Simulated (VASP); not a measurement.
Here is a VASP 6.6.1 calculation.

The input POSCAR:

```
GaN
1.0
    0.0000000000      2.2039734903      2.2958620709
    2.2039734903      0.0000000000      2.2958620709
    2.2039734903      2.2039734903      0.0000000000
Ga N
1 1
Direct
    0.0000000000      0.0000000000      0.0000000000
    0.2500000000      0.2500000000      0.2500000000
```

File INCAR.step1:

```
SYSTEM = GaN
PREC = Accurate
ENCUT = 520
ISMEAR = 0
SIGMA = 0.01
LREAL = .FALSE.
LASPH = .TRUE.
NELM = 100
NBANDS = 16
GGA = PE
ALGO = Normal
EDIFF = 1E-4
LWAVE = .TRUE.
LCHARG = .FALSE.
```

File INCAR.step2:

```
SYSTEM = GaN
PREC = Accurate
ENCUT = 520
EDIFF = 1E-6
ISMEAR = 0
SIGMA = 0.01
LREAL = .FALSE.
LASPH = .TRUE.
NELM = 100
ALGO = Normal
ISIF = 2
LWAVE = .FALSE.
LCHARG = .FALSE.
METAGGA = R2SCAN
LMIXTAU = .TRUE.
NBANDS = 16
ISTART = 1
```

Contents of KPOINTS:

```
Automatic mesh
0
G
  10 10 10
  0 0 0
```

Potentials or basis: VASP PAW PBE potentials, release 64 (Ga_d, N).

Launch:

```bash
$ cat potpaw_PBE.64/Ga_d/POTCAR potpaw_PBE.64/N/POTCAR > POTCAR
$ cp INCAR.step1 INCAR
$ mpirun -np 1 vasp_std > vasp.out
$ cp INCAR.step2 INCAR
$ mpirun -np 1 vasp_std > vasp.out
```

(1) Predict the pressure.

(2) Estimate the band gap on the k mesh.

Results:

(1) 5.1 GPa.

(2) 2.22 eV.

Caveat: the cell differs from its parent crystal (epitaxial xy strain -2.0%); the stress differs along the axes, from 1 to 7 GPa; the structure was generated, so it needn't be the stable form of GaN; the PAW data sets were made with another functional, which shifts forces and pressure a little.
